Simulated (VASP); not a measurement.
Set up this calculation in VASP 6.6.1, as the native input.

| Property | Result |
| --- | --- |
| Task | single point |
| Functional | PBE |
| Potentials or basis | VASP PAW PBE potentials, release 64 (Ba_sv, Ti_sv, O) |
| Cutoff | 520 eV |
| k mesh | 6 × 6 × 6 |
| Occupations | gaussian, width 0.05 eV |
| Spin | no spin polarisation |
| Hubbard terms | Ti d U = 4.0 eV |
| Dipole correction | no |
| Further INCAR settings | ALGO = Normal; EDIFF = 1e-06; NBANDS = 28 |

The structure of BaTiO3 lies in POSCAR:

```
BaTiO3
1.0
    4.0082194129      0.0000000000      0.0000000000
    0.0000000000      2.8732814832      2.8859184405
    0.0000000000     -2.8732814832      2.8859184405
Ba Ti O
1 1 3
Direct
    0.0000000000      0.0080771898      0.0080771898
    0.5000000000      0.5197092923      0.5197092923
    0.0000000000      0.4523015394      0.6089168945
    0.5000000000      0.4938075436      0.9829991481
    0.5000000000      0.9829991481      0.4938075436
```

This cell differs from its parent crystal: atom 3 (O) moved by (-0.450, +0.225) A along y and z.

One way to write it, as run:

INCAR

```
PREC = Accurate
ENCUT = 520
EDIFF = 1E-6
ISMEAR = 0
SIGMA = 0.05
LREAL = False
LASPH = True
NELM = 150
ALGO = Normal
ISIF = 2
LWAVE = False
LCHARG = False
LMAXMIX = 4
LDAU = True
LDAUTYPE = 2
LDAUL = -1 2 -1
LDAUU = 0 4 0
LDAUJ = 0 0 0
LDAUPRINT = 1
GGA = PE
NBANDS = 28
```

KPOINTS

```
Automatic mesh
0
Gamma
  6 6 6
```

Potentials or basis: VASP PAW PBE potentials, release 64 (Ba_sv, Ti_sv, O).

Command:

```console
$ cat potpaw_PBE.64/Ba_sv/POTCAR potpaw_PBE.64/Ti_sv/POTCAR potpaw_PBE.64/O/POTCAR > POTCAR
$ mpirun -np 1 vasp_std > vasp.out
```

Results of the run:

- Pressure: 5.3 GPa
- Largest force: 3.217 eV/Å
- Band gap on the k mesh: 2.08 eV, indirect (least direct gap 2.54 eV)

Caveat: the cell differs from its parent crystal (atom 3 (O) moved by (-0.450, +0.225) A along y and z); spin-orbit coupling is left out, which moves the levels of the heavy elements; forces of over 1 eV/Å act on the atoms, so gaps and moduli don't describe the material at rest.

Run time: 2.2 min on 1 thread of Intel Xeon 6975P-C (shared host), peak memory 0.28 GiB.
